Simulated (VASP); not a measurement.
# BiSb4O (F-43m) in VASP: a series of runs

Runs on BiSb4O. Level: PBE. Tasks: single point, relaxation of cell and atoms.

All numbers are computed with VASP 6.6.1; they aren't measurements. Logs are shortened: lines on timing, memory, paths and dates and some standing lists are left out, and cuts for length are marked.

**1. The cell of the first run**

It takes space group F-43m (No. 216, cubic). The conventional cell has a = 8.390 Å, b = 8.390 Å, c = 8.390 Å, α = 90.00°, β = 90.00°, γ = 90.00°. Within 3.9 Å of Sb (site symmetry 3m) lie 6 Sb at 2.95 to 2.98 Å and 3 Bi at 3.48 Å and 3 O at 3.48 Å. Within 4.6 Å of Bi (site symmetry -43m) lie 12 Sb at 3.48 Å and 4 O at 3.63 Å. O (site symmetry -43m) has 12 Sb at 3.48 Å and 4 Bi at 3.63 Å within 4.6 Å.

The cell was built from a structure type or drawn by symmetry, and may not be a known phase.

**2. Single point, PBE**

File INCAR:

```
SYSTEM = BiSb4O
ALGO = Normal
EDIFF = 1E-6
ENCUT = 520
GGA = PE
ISIF = 2
ISMEAR = 0
LASPH = .True.
LCHARG = .False.
LREAL = .False.
LWAVE = .False.
NBANDS = 30
NELM = 80
PREC = Accurate
SIGMA = 0.1
```

File KPOINTS:

```
k-points
0
Gamma
  4 4 4
  0 0 0
```

File POSCAR:

```
BiSb4O
1.0
    0.0000000000      4.1952189300      4.1952189300
    4.1952189300      0.0000000000      4.1952189300
    4.1952189300      4.1952189300      0.0000000000
Sb Bi O
4 1 1
Direct
    0.6244397500      0.1266807500      0.6244397500
    0.6244397500      0.6244397500      0.1266807500
    0.6244397500      0.6244397500      0.6244397500
    0.1266807500      0.6244397500      0.6244397500
    0.2500000000      0.2500000000      0.2500000000
    0.0000000000      0.0000000000      0.0000000000
```

Potentials or basis: VASP PAW PBE potentials, release 64 (Sb, Bi_d, O).

Command:

```
cat potpaw_PBE.64/Sb/POTCAR potpaw_PBE.64/Bi_d/POTCAR potpaw_PBE.64/O/POTCAR > POTCAR
mpirun -np 1 vasp_std > vasp.out
```

OUTCAR:

```text
SYSTEM = BiSb4O
   EDIFF = 1E-6
   ENCUT = 520
   GGA = PE
   ISIF = 2
   ISMEAR = 0
   LASPH = .True.
   LREAL = .False.
   NELM = 80
   PREC = Accurate

 ion  position               nearest neighbor table
   1  0.624  0.127  0.624-   2 2.95   3 2.95   4 2.95   4 2.98   2 2.98   3 2.98   5 3.48   5 3.48
                             5 3.48
   2  0.624  0.624  0.127-   1 2.95   3 2.95   4 2.95   1 2.98   4 2.98   3 2.98   5 3.48   5 3.48
                             5 3.48
   3  0.624  0.624  0.624-   1 2.95   2 2.95   4 2.95   4 2.98   1 2.98   2 2.98   5 3.48   5 3.48
                             5 3.48
   4  0.127  0.624  0.624-   1 2.95   2 2.95   3 2.95   1 2.98   2 2.98   3 2.98   5 3.48   5 3.48
                             5 3.48
   5  0.250  0.250  0.250-   1 3.48   2 3.48   4 3.48   1 3.48   3 3.48   4 3.48   2 3.48   3 3.48
                             4 3.48   1 3.48   2 3.48   3 3.48
   6  0.000  0.000  0.000-

  LATTYP: Found a face centered cubic cell.
 ALAT       =     8.3904378600

  Lattice vectors:

 A1 = (   0.0000000000,   4.1952189300,   4.1952189300)
 A2 = (   4.1952189300,   0.0000000000,   4.1952189300)
 A3 = (   4.1952189300,   4.1952189300,   0.0000000000)

Analysis of symmetry for initial positions (statically):
=====================================================================
 Subroutine PRICEL returns:
 Original cell was already a primitive cell.

 Routine SETGRP: Setting up the symmetry group for a
 face centered cubic supercell.

 Subroutine GETGRP returns: Found 24 space group operations
 (whereof 24 operations were pure point group operations)
 out of a pool of 48 trial point group operations.

The static configuration has the point symmetry T_d .

Analysis of symmetry for dynamics (positions and initial velocities):
=====================================================================
 Subroutine PRICEL returns:
 Original cell was already a primitive cell.

 Routine SETGRP: Setting up the symmetry group for a
 face centered cubic supercell.

 Subroutine GETGRP returns: Found 24 space group operations
 (whereof 24 operations were pure point group operations)
 out of a pool of 48 trial point group operations.

The dynamic configuration has the point symmetry T_d .

 Subroutine INISYM returns: Found 24 space group operations
 (whereof 24 operations are pure point group operations),
 and found     1 'primitive' translations

[... 78 lines left out ...]
   ICHARG =      2    charge: 1-file 2-atom 10-const
   ISPIN  =      1    spin polarized calculation?
   LNONCOLLINEAR =      F non collinear calculations
   LSORBIT =      F    spin-orbit coupling
   LASPH  =      T    aspherical Exc in radial PAW
   ENCUT  =  520.0 eV  38.22 Ry    6.18 a.u.  11.03 11.03 11.03*2*pi/ulx,y,z
   NELM   =     80;   NELMIN=  2; NELMDL= -5     # of ELM steps
   EDIFF  = 0.1E-05   stopping-criterion for ELM
   LREAL  =      F    real-space projection
[... 7 lines left out ...]
   TEBEG  =    0.0;   TEEND  =   0.0 temperature during run
   PSTRESS=    0.0 pullay stress
   NELECT =      41.0000    total number of electrons
   NUPDOWN=      -1.0000    fix difference up-down
   EMIN   =  10.00;   EMAX   =-10.00  energy-range for DOS
   EFERMI =   0.00;   METHOD = LEGACY
   ISMEAR =     0;   SIGMA  =   0.10  broadening in eV -4-tet -1-fermi 0-gaus
   EFERMI_NEDOS =   21; number of points for ismear=-14 and -15
   IALGO  =     38    algorithm
   IMIX   =      4    mixing-type and parameters
     AMIX     =   0.40;   BMIX     =  1.00
     AMIX_MAG =   1.60;   BMIX_MAG =  1.00
  volume/ion in A,a.u.               =      24.61       166.09
  Fermi-wavevector in a.u.,A,eV,Ry     =   1.068001  2.018228 15.519149  1.140625
  Thomas-Fermi vector in A             =   2.203635
   LORBIT       =      0    0 simple, 1 ext, 2 COOP (PROOUT), +10 PAW based schemes
   GGA     = PE    functional components
   LHFCALC =     F    Hartree Fock is set to
   AEXX    =    0.0000 exact exchange contribution
   IVDW    =     0    specifies the selected vdW correction
   LEPSILON=     F    determine dielectric tensor
   LRPA    =     F    only Hartree local field effects (RPA)
 non-spin polarized calculation
 Gauss-broadening in eV      SIGMA  =   0.10
  energy-cutoff  :      520.00
  volume of cell :      147.67
 maximum number of plane-waves:      3996
 NGX is ok and might be reduce to    48
   NGX = 23   NGY = 23   NGZ = 23

 number of electron      41.0000002 magnetization

 Free energy of the ion-electron system (eV)
  ---------------------------------------------------
  ext. energy  EPLUGINS =         0.00000000
  ---------------------------------------------------
  free energy    TOTEN  =       -21.50191248 eV

  energy without entropy =      -21.46303881  energy(sigma->0) =      -21.48247564

 E-fermi :   7.5119     XC(G=0): -10.1588

 val. band max:        7.4923564601   @ k =   0.5000   0.5000   0.0000
 cond. band min:       7.6167523918   @ k =   0.5000   0.2500   0.0000
 fundamental gap:      0.1243959316
 Fermi energy:         7.5118552968

 k-point     1 :       0.0000    0.0000    0.0000
  band No.  band energies     occupation
      1     -15.6519      2.00000
      2     -15.6519      2.00000
      3     -15.6497      2.00000
      4     -15.6497      2.00000
      5     -15.6497      2.00000
      6      -7.8769      2.00000
[... 253 lines left out ...]
     29      10.9973      0.00000
     30      13.7622      0.00000

------------------------ aborting loop because EDIFF is reached ----------------------------------------

  FORCE on cell =-STRESS in cart. coord.  units (eV):
  Direction    XX          YY          ZZ          XY          YZ          ZX
  --------------------------------------------------------------------------------------
  -------------------------------------------------------------------------------------
  Total        6.1300973      6.1300973      6.1300973      0.0000000     -0.0000000      0.0000000
  in kB       66.5095581     66.5095581     66.5095581      0.0000000     -0.0000000      0.0000000
  external PRESSURE =      66.5095581 kB  Pullay stress =       0.0000000 kB

 VOLUME and BASIS-vectors are now :
 -----------------------------------------------------------------------------
  energy-cutoff  :      520.00
  volume of cell :      147.67
      direct lattice vectors                 reciprocal lattice vectors
     0.000000000  4.195218930  4.195218930    -0.119183291  0.119183291  0.119183291
     4.195218930  0.000000000  4.195218930     0.119183291 -0.119183291  0.119183291
     4.195218930  4.195218930  0.000000000     0.119183291  0.119183291 -0.119183291

 POSITION                                       TOTAL-FORCE (eV/Angst)
 -----------------------------------------------------------------------------------
      3.15111      5.23932      3.15111        -0.313021      0.313021     -0.313021
      3.15111      3.15111      5.23932        -0.313021     -0.313021      0.313021
      5.23932      5.23932      5.23932         0.313021      0.313021      0.313021
      5.23932      3.15111      3.15111         0.313021     -0.313021     -0.313021
      2.09761      2.09761      2.09761        -0.000000     -0.000000     -0.000000
      0.00000      0.00000      0.00000        -0.000000     -0.000000     -0.000000
 -----------------------------------------------------------------------------------
    total drift:                               -0.000000     -0.000000     -0.000000

  FREE ENERGIE OF THE ION-ELECTRON SYSTEM (eV)
  ---------------------------------------------------
  free  energy   TOTEN  =       -21.5019124801 eV

  energy  without entropy=      -21.4630388087  energy(sigma->0) =      -21.48247564
```

stdout:

```text
POSCAR found type information on POSCAR SbBiO
 POSCAR found :  3 types and       6 ions
 scaLAPACK will be used
 LDA part: xc-table for (Slater+PW92), standard interpolation
 POSCAR, INCAR and KPOINTS ok, starting setup
 FFT: planning ... GRIDC
 FFT: planning ... GRID_SOFT
 FFT: planning ... GRID
 WAVECAR not read
 entering main loop
```

Run time: 54 s. Hardware: 1 thread of AMD EPYC 9R45 (Zen 5), shared host; peak memory 0.29 GiB.

Results:

```
Free energy            : -21.5019 eV
Pressure               : 6.7 GPa
Largest force          : 0.542 eV/Å
Band gap on the k mesh : zero (an odd number of electrons rules out a gap without spin polarisation)
```

Forces in eV/Å, atoms in the order of the input:
```
Sb  -0.313  0.313 -0.313
Sb  -0.313 -0.313  0.313
Sb   0.313  0.313  0.313
Sb   0.313 -0.313 -0.313
Bi   0.000  0.000  0.000
O    0.000  0.000  0.000
```

Caveat: the cell stands under pressure; spin-orbit coupling is left out, which moves the levels of the heavy elements; an odd number of electrons without spin polarisation forces a metal; a magnetic or distorted state may lie lower.

**3. Single point, PBE**

This run uses another cell than the first one, of 27.53 Å³/atom.

File INCAR:

```
PREC     = Accurate       # precision mode
ENCUT    = 520            # plane-wave cutoff, eV
EDIFF    = 1E-7           # SCF threshold, eV
ISMEAR   = 0              # smearing method
SIGMA    = 0.1            # smearing width, eV
LREAL    = False          # projectors in reciprocal space
LASPH    = True           # aspherical terms in the spheres
NELM     = 80             # most SCF steps
ALGO     = Normal         # electronic algorithm
ISIF     = 2              # what is computed and relaxed
LWAVE    = False          # write WAVECAR
LCHARG   = False          # write CHGCAR
GGA      = PE             # functional
NBANDS   = 30             # bands
```

File KPOINTS:

```
Automatic mesh
0
Gamma
  4 4 4
```

File POSCAR:

```
BiSb4O
1.0
    0.0000000000      4.3549316103      4.3549316103
    4.3549316103      0.0000000000      4.3549316103
    4.3549316103      4.3549316103      0.0000000000
Sb Bi O
4 1 1
Direct
    0.6284407912      0.1146776263      0.6284407912
    0.6284407912      0.6284407912      0.1146776263
    0.6284407912      0.6284407912      0.6284407912
    0.1146776263      0.6284407912      0.6284407912
    0.2500000000      0.2500000000      0.2500000000
    0.0000000000      0.0000000000      0.0000000000
```

Potentials or basis: VASP PAW PBE potentials, release 64 (Sb, Bi_d, O).

Command:

```
cat potpaw_PBE.64/Sb/POTCAR potpaw_PBE.64/Bi_d/POTCAR potpaw_PBE.64/O/POTCAR > POTCAR
mpirun -np 1 vasp_std > vasp.out
```

Wall time 58 s (1 thread of AMD EPYC 9R45 (Zen 5), shared host); peak memory 0.3 GiB.

Results (log left out):

```yaml
Free_energy: -21.8458 eV
Pressure: -0.3 GPa
Largest_force: 0.043 eV/Å
Band_gap_on_the_k_mesh: zero (an odd number of electrons rules out a gap without spin polarisation)
```

Forces on the atoms (eV/Å):
```
Sb  -0.025  0.025 -0.025
Sb  -0.025 -0.025  0.025
Sb   0.025  0.025  0.025
Sb   0.025 -0.025 -0.025
Bi   0.000  0.000  0.000
O    0.000  0.000  0.000
```

Levels at points of the mesh, in eV from the Fermi level:
```tsv
k point	band 16	band 17	band 18	band 19	band 20	band 21	band 22	band 23	band 24	band 25
(0.00, 0.00, 0.00)	-2.09	-2.09	-1.25	-1.25	-1.25	0.73	0.73	0.73	4.02	4.02
(0.50, 0.00, 0.00)	-1.31	-1.23	-0.79	-0.79	-0.21	-0.13	0.55	0.55	1.07	2.30
(0.50, 0.50, 0.00)	-0.68	-0.68	-0.67	-0.50	-0.40	-0.08	-0.08	-0.05	0.26	1.07
```

Caveat: spin-orbit coupling is left out, which moves the levels of the heavy elements; an odd number of electrons without spin polarisation forces a metal; a magnetic or distorted state may lie lower.

[end of part 1 of 2]
